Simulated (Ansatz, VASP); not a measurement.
## KI: VASP beside Ansatz

```xyz
2
Lattice="0.0000 3.5328 3.5328 3.5328 0.0000 3.5328 3.5328 3.5328 0.0000" Properties=species:S:1:pos:R:3 pbc="T T T"
K     3.6235    6.9706    3.6668
I     3.8362    3.5198    3.5013
```

Alike in both runs: task single point; functional r2SCAN; k mesh 3 × 3 × 3; occupations fermi-dirac, width 0.05 eV; no spin polarisation.

```csv
,VASP,Ansatz
version,VASP 6.6.1,Ansatz 0.2.0
potentials or method,"VASP PAW PBE potentials, release 64 (K_sv, I), cutoff 550 eV","plane waves, PAW"
valence electrons in the cell,16,26
```

|  | VASP | Ansatz | Ansatz less VASP |
| --- | --- | --- | --- |
| pressure (GPa) | 0.5 | 0.5 | -0.01 |
| traceless stress, the component that is largest in VASP (GPa) | -0.32 | -0.32 | +0.004 |
| rms of the force components (eV/Å) | 0.199 | 0.197 | -0.0021 |

VASP's potentials were made for PBE, not for r2SCAN. Atom by atom the forces differ by 0.002 eV/Å (rms over components). The functional is the same, so the differences come from potentials, cutoffs and numerics. VASP's potentials hold 16 valence electrons a cell and Ansatz's 26, so a difference there can come from the potentials and not from the codes. Ansatz's warnings: stress scf threshold loose.

The k mesh is coarse, so the values compare programs but aren't converged. Spin-orbit coupling is off throughout.
